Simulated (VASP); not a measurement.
# Cu (I4/mmm) in VASP: notebook

Cu is run at these levels: PBEsol; tasks: single point, relaxation of shape and atoms at fixed volume.

All numbers are computed with VASP 6.6.1; they aren't measurements. Logs are shortened: lines on timing, memory, paths and dates and some standing lists are left out, and cuts for length are marked.

## (1) The cell of the first run

The structure is tetragonal, space group I4/mmm (No. 139). Conventional cell: a = 2.953 Å, b = 2.953 Å, c = 2.763 Å, α = 90.00°, β = 90.00°, γ = 90.00°. Cu (site symmetry 4/mmm) has 14 Cu at 2.50 to 2.95 Å within 3.3 Å.

## (2) Single point, PBEsol (12.04 Å³/atom)

Input file INCAR:

```
ALGO = Normal
EDIFF = 1E-6
ENCUT = 820
GGA = PS
GGA_COMPAT = False
ISIF = 2
ISMEAR = 0
LASPH = True
LCHARG = False
LREAL = False
LWAVE = False
NBANDS = 16
NELM = 120
PREC = Accurate
SIGMA = 0.1
```

Input file KPOINTS:

```
k-points
0
Gamma
  20 20 20
```

Input file POSCAR:

```
Cu
1.0
   -1.4762937703      1.4762937703      1.3813137332
    1.4762937703     -1.4762937703      1.3813137332
    1.4762937703      1.4762937703     -1.3813137332
Cu
1
Direct
    0.0000000000      0.0000000000      0.0000000000
```

Potentials or basis: VASP PAW PBE potentials, release 64 (Cu_sv_GW).

Started as:

```
$ cat potpaw_PBE.64/Cu_sv_GW/POTCAR > POTCAR
$ mpirun -np 1 vasp_std > vasp.out
```

OUTCAR:

```text
EDIFF = 1E-6
   ENCUT = 820
   GGA = PS
   ISIF = 2
   ISMEAR = 0
   LASPH = True
   LREAL = False
   NELM = 120
   PREC = Accurate

 ion  position               nearest neighbor table
   1  0.000  0.000  0.000-

  LATTYP: Found a body centered tetragonal cell.
 ALAT       =     2.9525875406
 C/A-ratio  =     0.9356631864

  Lattice vectors:

 A1 = (  -1.4762937703,   1.4762937703,   1.3813137332)
 A2 = (   1.4762937703,  -1.4762937703,   1.3813137332)
 A3 = (   1.4762937703,   1.4762937703,  -1.3813137332)

Analysis of symmetry for initial positions (statically):
=====================================================================
 Subroutine PRICEL returns:
 Original cell was already a primitive cell.

 Routine SETGRP: Setting up the symmetry group for a
 body centered tetragonal supercell.

 Subroutine GETGRP returns: Found 16 space group operations
 (whereof 16 operations were pure point group operations)
 out of a pool of 16 trial point group operations.

The static configuration has the point symmetry D_4h.

Analysis of symmetry for dynamics (positions and initial velocities):
=====================================================================
 Subroutine PRICEL returns:
 Original cell was already a primitive cell.

 Routine SETGRP: Setting up the symmetry group for a
 body centered tetragonal supercell.

 Subroutine GETGRP returns: Found 16 space group operations
 (whereof 16 operations were pure point group operations)
 out of a pool of 16 trial point group operations.

The dynamic configuration has the point symmetry D_4h.

 Subroutine INISYM returns: Found 16 space group operations
 (whereof 16 operations are pure point group operations),
 and found     1 'primitive' translations

----------------------------------------------------------------------------------------

                                     Primitive cell

  volume of cell :      12.0420

  direct lattice vectors                    reciprocal lattice vectors
    -1.476293770  1.476293770  1.381313733     0.000000000  0.338685978  0.361974248
     1.476293770 -1.476293770  1.381313733     0.338685978  0.000000000  0.361974248
     1.476293770  1.476293770 -1.381313733     0.338685978  0.338685978  0.000000000

  length of vectors
     2.503380559  2.503380559  2.503380559     0.495715189  0.495715189  0.478974304

  position of ions in fractional coordinates (direct lattice)
     0.000000000  0.000000000  0.000000000

  ion indices of the primitive-cell ions
   primitive index   ion index
                 1           1

----------------------------------------------------------------------------------------

 KPOINTS: k-points

Automatic generation of k-mesh.
 Grid dimensions read from file:
 generate k-points for:   20   20   20

 Generating k-lattice:

  Cartesian coordinates                     Fractional coordinates (reciprocal lattice)
     0.000000000  0.016934299  0.018098712     0.050000000  0.000000000  0.000000000
     0.016934299  0.000000000  0.018098712     0.000000000  0.050000000  0.000000000
     0.016934299  0.016934299  0.000000000     0.000000000  0.000000000  0.050000000

  Length of vectors
     0.024785759  0.024785759  0.023948715

  Shift w.r.t. Gamma in fractional coordinates (k-lattice)
     0.000000000  0.000000000  0.000000000

 Subroutine IBZKPT returns following result:
 ===========================================

 Found    641 irreducible k-points:

 Following reciprocal coordinates:
            Coordinates               Weight
  0.000000  0.000000  0.000000      1.000000
  0.050000  0.000000 -0.000000      8.000000
  0.100000  0.000000 -0.000000      8.000000
  0.150000  0.000000  0.000000      8.000000
  0.200000  0.000000 -0.000000      8.000000
  0.250000  0.000000 -0.000000      8.000000
[... 16 lines left out ...]
 -0.400000  0.050000 -0.000000     16.000000
 -0.350000  0.050000  0.000000     16.000000
 [... further k-points ...]
   k-points           NKPTS =    641   k-points in BZ     NKDIM =    641   number of bands    NBANDS=     16
   number of dos      NEDOS =    301   number of ions     NIONS =      1
   total plane-waves  NPLWV =  13824
   dimension x,y,z NGX =    24 NGY =   24 NGZ =   24
   dimension x,y,z NGXF=    48 NGYF=   48 NGZF=   48
   ions per type =               1
   NGX,Y,Z   is equivalent  to a cutoff of  15.94, 15.94, 15.94 a.u.
   NGXF,Y,Z  is equivalent  to a cutoff of  31.88, 31.88, 31.88 a.u.
 SYSTEM =  unknown system
   PREC   = accura    normal or accurate (medium, high low for compatibility)
   ISTART =      0    job   : 0-new  1-cont  2-samecut
   ICHARG =      2    charge: 1-file 2-atom 10-const
   ISPIN  =      1    spin polarized calculation?
   LNONCOLLINEAR =      F non collinear calculations
   LSORBIT =      F    spin-orbit coupling
   LASPH  =      T    aspherical Exc in radial PAW
   ENCUT  =  820.0 eV  60.27 Ry    7.76 a.u.   5.85  5.85  5.85*2*pi/ulx,y,z
[... 44 lines left out ...]
  ---------------------------------------------------
  free energy    TOTEN  =        -4.32951084 eV

  energy without entropy =       -4.32724731  energy(sigma->0) =       -4.32837908

 E-fermi :   7.1551     XC(G=0): -13.4263

 val. band max:        7.1476585253   @ k =   0.5000   0.2000   0.1500
 cond. band min:       7.1578320871   @ k =   0.4500   0.4500   0.0500
 fundamental gap:      0.0101735618
 Fermi energy:         7.1550771766

 k-point     1 :       0.0000    0.0000    0.0000
  band No.  band energies     occupation
      1    -105.0532      2.00000
      2     -62.5230      2.00000
      3     -62.5178      2.00000
      4     -62.5178      2.00000
      5      -2.1258      2.00000
      6       3.9775      2.00000
[... 8 lines left out ...]
     15      34.9150      0.00000
     16      35.0539      0.00000

 k-point     2 :       0.0500    0.0000   -0.0000
  band No.  band energies     occupation
      1    -105.0527      2.00000
      2     -62.5246      2.00000
      3     -62.5186      2.00000
      4     -62.5186      2.00000
      5      -2.0282      2.00000
      6       3.9868      2.00000
[... 8 lines left out ...]
     15      34.0348      0.00000
     16      34.5759      0.00000

 k-point     3 :       0.1000    0.0000   -0.0000
  band No.  band energies     occupation
      1    -105.0516      2.00000
      2     -62.5311      2.00000
      3     -62.5213      2.00000
      4     -62.5196      2.00000
      5      -1.7379      2.00000
      6       3.9828      2.00000
[... 8 lines left out ...]
     15      33.1529      0.00000
     16      34.5024      0.00000

 k-point     4 :       0.1500    0.0000    0.0000
  band No.  band energies     occupation
      1    -105.0499      2.00000
      2     -62.5420      2.00000
      3     -62.5256      2.00000
      4     -62.5200      2.00000
      5      -1.2639      2.00000
      6       3.9260      2.00000
[... 8 lines left out ...]
     15      32.3645      0.00000
     16      34.9361      0.00000

 k-point     5 :       0.2000    0.0000   -0.0000
  band No.  band energies     occupation
      1    -105.0478      2.00000
      2     -62.5563      2.00000
      3     -62.5309      2.00000
      4     -62.5205      2.00000
      5      -0.6246      2.00000
      6       3.8297      2.00000
[... 8 lines left out ...]
     15      31.7413      0.00000
     16      35.6405      0.00000

 k-point     6 :       0.2500    0.0000   -0.0000
  band No.  band energies     occupation
      1    -105.0456      2.00000
      2     -62.5724      2.00000
      3     -62.5370      2.00000
      4     -62.5209      2.00000
      5       0.1414      2.00000
      6       3.7158      2.00000
[... 8 lines left out ...]
     15      31.2781      0.00000
     16      36.5325      0.00000
[... 267 lines left out ...]
 k-point    21 :       0.5000    0.0500    0.0000
  band No.  band energies     occupation
      1    -105.0383      2.00000
      2     -62.6226      2.00000
      3     -62.5568      2.00000
      4     -62.5228      2.00000
      5       2.2722      2.00000
      6       3.3573      2.00000
[... 8 lines left out ...]
     15      31.1618      0.00000
     16      40.1528      0.00000

 k-point    22 :      -0.4500    0.0500    0.0000
  band No.  band energies     occupation
      1    -105.0390      2.00000
      2     -62.6176      2.00000
      3     -62.5549      2.00000
      4     -62.5226      2.00000
      5       2.1834      2.00000
      6       3.3936      2.00000
[... 8 lines left out ...]
     15      31.2728      0.00000
     16      40.5644      0.00000

 k-point    23 :      -0.4000    0.0500   -0.0000
  band No.  band energies     occupation
      1    -105.0404      2.00000
      2     -62.6083      2.00000
      3     -62.5513      2.00000
      4     -62.5223      2.00000
      5       1.9148      2.00000
      6       3.4614      2.00000
[... 8 lines left out ...]
     15      31.4582      0.00000
     16      40.3779      0.00000

 k-point    24 :      -0.3500    0.0500    0.0000
  band No.  band energies     occupation
      1    -105.0422      2.00000
      2     -62.5955      2.00000
      3     -62.5462      2.00000
      4     -62.5220      2.00000
      5       1.3546      2.00000
      6       3.5542      2.00000
[... 8 lines left out ...]
     15      31.7439      0.00000
     16      38.8510      0.00000

 [... further k-points ...]
[... 5 lines left out ...]
  --------------------------------------------------------------------------------------
  -------------------------------------------------------------------------------------
  Total       -0.6597799     -0.6597799     -0.6700205      0.0000000      0.0000000      0.0000000
  in kB      -87.7832742    -87.7832742    -89.1457841      0.0000000      0.0000000      0.0000000
  external PRESSURE =     -88.2374441 kB  Pullay stress =       0.0000000 kB

 VOLUME and BASIS-vectors are now :
 -----------------------------------------------------------------------------
  energy-cutoff  :      820.00
  volume of cell :       12.04
      direct lattice vectors                 reciprocal lattice vectors
    -1.476293770  1.476293770  1.381313733     0.000000000  0.338685978  0.361974248
     1.476293770 -1.476293770  1.381313733     0.338685978  0.000000000  0.361974248
     1.476293770  1.476293770 -1.381313733     0.338685978  0.338685978  0.000000000

 POSITION                                       TOTAL-FORCE (eV/Angst)
 -----------------------------------------------------------------------------------
      0.00000      0.00000      0.00000         0.000000      0.000000     -0.000000
 -----------------------------------------------------------------------------------
    total drift:                                0.000000      0.000000     -0.000000

  FREE ENERGIE OF THE ION-ELECTRON SYSTEM (eV)
  ---------------------------------------------------
  free  energy   TOTEN  =        -4.3295108430 eV

  energy  without entropy=       -4.3272473087  energy(sigma->0) =       -4.32837908
```

It took 84 s on 1 thread of Intel Xeon Platinum 8488C (Sapphire Rapids), shared host; peak memory 0.39 GiB.

What came out:

```
Free energy            : -4.3295 eV
Pressure               : -8.8 GPa
Band gap on the k mesh : zero (an odd number of electrons rules out a gap without spin polarisation)
```

Caveat: the cell stands under tension; the PAW data sets were made with another functional, which shifts forces and pressure a little.

## (3) Relaxation of shape and atoms at fixed volume, PBEsol (12.04 Å³/atom)

Input file INCAR:

```
SYSTEM = Cu
PREC = Accurate
ENCUT = 600
EDIFF = 1E-6
ISMEAR = 0
SIGMA = 0.1
LREAL = .FALSE.
LASPH = .TRUE.
NELM = 60
ALGO = Fast
ISIF = 4
LWAVE = .FALSE.
LCHARG = .FALSE.
GGA = PS
IBRION = 2
NSW = 50
EDIFFG = -0.01
```

Input file KPOINTS:

```
regular mesh
0
G
  20 20 20
  0 0 0
```

Input file POSCAR:

```
Cu
1.0
   -1.4762937597      1.4762937597      1.3813137523
    1.4762937597     -1.4762937597      1.3813137523
    1.4762937597      1.4762937597     -1.3813137523
Cu
1
Direct
    0.0000000000      0.0000000000      0.0000000000
```

Potentials or basis: VASP PAW PBE potentials, release 64 (Cu).

Started as:

```
$ cat potpaw_PBE.64/Cu/POTCAR > POTCAR
$ mpirun -np 1 vasp_std > vasp.out
```

Wall time 57 s (1 thread of Intel Xeon Platinum 8259CL at 2.50GHz (Skylake/Cascade Lake), shared host); peak memory 0.2 GiB.

It converged, with:

* Free energy: -4.2546 eV
* Pressure after relaxing: -7.1 GPa
* Band gap on the k mesh: zero (an odd number of electrons rules out a gap without spin polarisation)

Stress tensor (GPa, compression positive):
```
-7.10  0.00  0.00
 0.00 -7.10  0.00
 0.00  0.00 -7.22
```

Final structure:
```yaml
crystal:
  lattice:
    - [-1.47629, 1.47629, 1.38131]
    - [1.47629, -1.47629, 1.38131]
    - [1.47629, 1.47629, -1.38131]
  atoms:
    - { symbol: Cu, position: [0.00000, 0.00000, 0.00000] }
```

Levels at points of the mesh, in eV from the Fermi level:
```csv
k point,band 3,band 4,band 5,band 6,band 7,band 8,band 9
"(0.00, 0.00, 0.00)",-2.93,-2.93,-2.19,-1.92,24.09,24.09,26.38
"(0.50, 0.00, 0.00)",-2.07,-1.81,-1.33,-0.38,4.50,16.68,16.78
"(0.50, 0.50, 0.00)",-2.27,-2.00,-1.36,-0.87,3.78,18.53,18.61
"(0.50, 0.50, 0.50)",-1.52,-1.52,-1.45,7.28,7.28,9.79,12.83
```

Caveat: the PAW data sets were made with another functional, which shifts forces and pressure a little.

## (4) Single point, PBEsol (11.70 Å³/atom)

This run uses another cell than the first one, of 11.70 Å³/atom.

Input file INCAR:

```
PREC = Accurate
ENCUT = 820
EDIFF = 1E-6
ISMEAR = 0
SIGMA = 0.1
LREAL = F
LASPH = T
NELM = 120
ALGO = Normal
ISIF = 2
LWAVE = F
LCHARG = F
GGA = PS
NBANDS = 16
GGA_COMPAT = F
```

Input file KPOINTS:

```
Automatic mesh
0
Gamma
  20 20 20
```

Input file POSCAR:

```
Cu
1.0
   -1.4622329752      1.4622329752      1.3681575649
    1.4622329752     -1.4622329752      1.3681575649
    1.4622329752      1.4622329752     -1.3681575649
Cu
1
Direct
    0.0000000000      0.0000000000      0.0000000000
```

Potentials or basis: VASP PAW PBE potentials, release 64 (Cu_sv_GW).

Started as:

```
$ cat potpaw_PBE.64/Cu_sv_GW/POTCAR > POTCAR
$ mpirun -np 1 vasp_std > vasp.out
```

It took 2.2 min on 1 thread of Intel Xeon Platinum 8259CL at 2.50GHz (Skylake/Cascade Lake), shared host; peak memory 0.39 GiB.

It converged, with:

```
Free energy            : -4.3432 eV
Pressure               : -5.3 GPa
Band gap on the k mesh : zero (an odd number of electrons rules out a gap without spin polarisation)
```

Levels at points of the mesh, in eV from the Fermi level:
```
           k point  band 6  band 7  band 8  band 9  band 10  band 11  band 12  band 13  band 14  band 15
(0.00, 0.00, 0.00)   -3.28   -3.01   -3.01   -2.23    -1.94    24.37    24.37    26.22    28.33    28.37
(0.50, 0.00, 0.00)   -3.95   -2.10   -1.82   -1.31    -0.51     4.64    16.96    16.97    20.92    23.85
(0.50, 0.50, 0.00)   -3.61   -2.31   -2.02   -1.35    -1.02     3.91    18.74    18.93    22.53    25.38
(0.50, 0.50, 0.50)   -4.65   -1.51   -1.51   -1.44     7.32     7.32     9.89    13.02    13.67    16.67
```

Caveat: the cell stands under tension; the PAW data sets were made with another functional, which shifts forces and pressure a little.

## (5) Single point, PBEsol

This run uses another cell than the first one: it holds 2 atoms, not 1.

Input file INCAR:

```
SYSTEM = Cu
PREC = Accurate
ENCUT = 820
EDIFF = 1E-6
ISMEAR = 0
SIGMA = 0.1
LREAL = .FALSE.
LASPH = .TRUE.
NELM = 120
ALGO = Normal
ISIF = 2
LWAVE = .FALSE.
LCHARG = .TRUE.
GGA = PS
LELF = .TRUE.
LVHAR = .TRUE.
NBANDS = 26
GGA_COMPAT = .FALSE.
```

Input file KPOINTS:

```
regular mesh
0
G
  18 18 20
  0 0 0
```

Input file POSCAR:

```
Cu
1.0
    2.8901834593      0.0000000000      0.0000000000
    0.0000000000      2.8901834593      0.0000000000
    0.0000000000      0.0000000000      2.7200143981
Cu
2
Direct
    0.0000000000      0.0000000000      0.0000000000
    0.5000000000      0.5000000000      0.5000000000
```

Started as:

```
$ cat potpaw_PBE.64/Cu_sv_GW/POTCAR > POTCAR
$ mpirun -np 1 vasp_std > vasp.out
```

It took 4.3 min on 1 thread of Intel Xeon 6975P-C (Granite Rapids), shared host; peak memory 0.72 GiB.

Results (log left out):

```yaml
Free_energy: -8.7001 eV
Pressure: -1.2 GPa
Band_gap_on_the_k_mesh: zero (bands 19 and 20 overlap by 7.80 eV)
```

Stress tensor (GPa, compression positive):
```
-1.17  0.00  0.00
 0.00 -1.17  0.00
 0.00  0.00 -1.32
```

Levels at points of the mesh, in eV from the Fermi level:
```csv
k point,band 15,band 16,band 17,band 18,band 19,band 20,band 21,band 22,band 23,band 24
"(0.00, 0.00, 0.00)",-2.27,-1.99,-1.53,-1.53,-1.46,7.51,7.51,9.90,13.30,14.00
"(0.50, 0.00, 0.00)",-2.73,-2.73,-2.32,-2.32,-1.46,-1.46,13.96,13.96,16.11,16.11
"(0.50, 0.50, 0.00)",-2.06,-2.06,-1.35,-1.35,-1.08,-1.08,4.11,4.11,18.88,18.89
"(0.00, 0.00, 0.50)",-2.98,-2.98,-2.41,-2.41,-0.96,-0.96,14.63,14.63,14.63,14.63
"(0.50, 0.00, 0.50)",-1.87,-1.87,-1.32,-1.32,-0.60,-0.60,4.78,4.78,17.26,17.26
"(0.50, 0.50, 0.50)",-2.02,-2.02,-1.90,-1.90,6.34,6.34,6.78,6.78,6.78,6.78
```

Caveat: the PAW data sets were made with another functional, which shifts forces and pressure a little.

## (6) Single point, PBEsol (11.14 Å³/atom)

This run uses another cell than the first one, of 11.14 Å³/atom.

Input file INCAR:

```
PREC = Accurate
ENCUT = 820
EDIFF = 1E-6
ISMEAR = -1
SIGMA = 0.15
LREAL = False
LASPH = True
NELM = 120
ALGO = Normal
ISIF = 2
LWAVE = False
LCHARG = False
GGA = PS
NBANDS = 16
GGA_COMPAT = False
```

Input file KPOINTS:

```
regular mesh
0
Gamma
  24 24 24
```

Input file POSCAR:

```
Cu
1.0
   -1.4314109394      1.4314109394      1.3592483704
    1.4314109394     -1.4314109394      1.3592483704
    1.4314109394      1.4314109394     -1.3592483704
Cu
1
Direct
    0.0000000000      0.0000000000      0.0000000000
```

Potentials or basis: VASP PAW PBE potentials, release 64 (Cu_sv_GW).

Started as:

```
$ cat potpaw_PBE.64/Cu_sv_GW/POTCAR > POTCAR
$ mpirun -np 1 vasp_std > vasp.out
```

Run time: 2.2 min. Hardware: 1 thread of AMD EPYC 9R45 (Zen 5), shared host; peak memory 0.5 GiB.

It converged, with:

```yaml
Free_energy: -4.3579 eV
Pressure: 2.8 GPa
Band_gap_on_the_k_mesh: zero (an odd number of electrons rules out a gap without spin polarisation)
```

Levels at points of the mesh, in eV from the Fermi level:
| k point | band 8 | band 9 | band 10 | band 11 | band 12 | band 13 |
| --- | --- | --- | --- | --- | --- | --- |
| (0.00, 0.00, 0.00) | -3.19 | -2.28 | -2.04 | 25.08 | 25.08 | 26.47 |
| (0.50, 0.00, 0.00) | -1.93 | -1.34 | -0.68 | 4.85 | 17.49 | 17.68 |
| (0.50, 0.50, 0.00) | -2.09 | -1.37 | -1.10 | 4.27 | 18.87 | 19.28 |
| (0.50, 0.50, 0.50) | -1.55 | -1.49 | 7.70 | 7.70 | 9.75 | 13.53 |

Caveat: the PAW data sets were made with another functional, which shifts forces and pressure a little.

## (7) Overview

| task | potentials or basis | cell | k mesh | cutoff (eV) | smearing | gap on the mesh (eV) | pressure (GPa) |
| --- | --- | --- | --- | --- | --- | --- | --- |
| single point | VASP PAW PBE potentials, release 64 (Cu_sv_GW) | a = 2.503 Å, angles 107.7, 107.7, 113.0°, 1 atom, atomic positions A | 20 × 20 × 20 | 820 | gaussian 0.1 eV | none | -8.8 |
| relaxation of shape and atoms at fixed volume | VASP PAW PBE potentials, release 64 (Cu) | relaxed from a = 2.503 Å, angles 107.7, 107.7, 113.0°, 1 atom, atomic positions A | 20 × 20 × 20 | 600 | gaussian 0.1 eV | none | -7.1 |
| single point | VASP PAW PBE potentials, release 64 (Cu_sv_GW) | a = 2.480 Å, angles 107.7, 107.7, 113.0°, 1 atom, atomic positions A | 20 × 20 × 20 | 820 | gaussian 0.1 eV | none | -5.3 |
| single point | VASP PAW PBE potentials, release 64 (Cu_sv_GW) | a = 2.890, b = 2.890, c = 2.720 Å, 2 atoms, atomic positions B | 18 × 18 × 20 | 820 | gaussian 0.1 eV | none | -1.2 |
| single point | VASP PAW PBE potentials, release 64 (Cu_sv_GW) | a = 2.438 Å, angles 108.1, 108.1, 112.2°, 1 atom, atomic positions A | 24 × 24 × 24 | 820 | fermi-dirac 0.15 eV | none | 2.8 |

Alike in all rows: level PBEsol; no spin polarisation.

Caveats: the PAW data sets were made with another functional, which shifts forces and pressure a little; the cell stands under tension (at least some runs).

Absolute energies hang on the potentials; compare differences alone.
